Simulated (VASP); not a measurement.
The system is Ru.

```
Ru
1.0
     0.00000    2.63517    2.63517
     2.63517    0.00000    2.63517
     2.63517    2.63517    0.00000
Ru
2
Cartesian
  0.6588 0.6588 0.6588
  4.6115 4.6115 4.6115
```

- Program: VASP 6.6.1
- Task: relaxation of cell and atoms
- Functional: RPBE
- Potentials or basis: VASP PAW PBE potentials, release 64 (Ru_pv)
- Cutoff: 600 eV
- k mesh: 10 × 10 × 10
- Occupations: fermi-dirac, width 0.1 eV
- Spin: no spin polarisation

At the start: pressure 25.1 GPa; volume 18.30 Å³/atom.

Where does the relaxation end?

Over 5 steps the energy falls by 166.3 meV/atom and the volume is 20.68 Å³/atom (+13.0 %); space group Fd-3m (No. 227, to 0.05 Å).

Step by step:
```csv
step,energy change (eV),largest force (eV/Å),pressure (GPa),volume (Å³)
1,0.0000,0.0000,25.14,36.60
2,0.7526,0.0000,-21.05,54.01
3,-0.3299,0.0000,-1.71,41.85
4,-0.3325,0.0000,-0.31,41.46
5,-0.3325,0.0000,0.06,41.35
```

Final structure:
```cif
data_structure
_symmetry_space_group_name_H-M 'P 1'
_symmetry_Int_Tables_number 1
_cell_length_a 3.8816
_cell_length_b 3.8816
_cell_length_c 3.8816
_cell_angle_alpha 60.000
_cell_angle_beta 60.000
_cell_angle_gamma 60.000
_cell_volume 41.35
loop_
_atom_site_label
_atom_site_type_symbol
_atom_site_fract_x
_atom_site_fract_y
_atom_site_fract_z
_atom_site_occupancy
Ru1 Ru 0.12500 0.12500 0.12500 1
Ru2 Ru 0.87500 0.87500 0.87500 1
```

Caveat: the PAW data sets were made with another functional, which shifts forces and pressure a little.
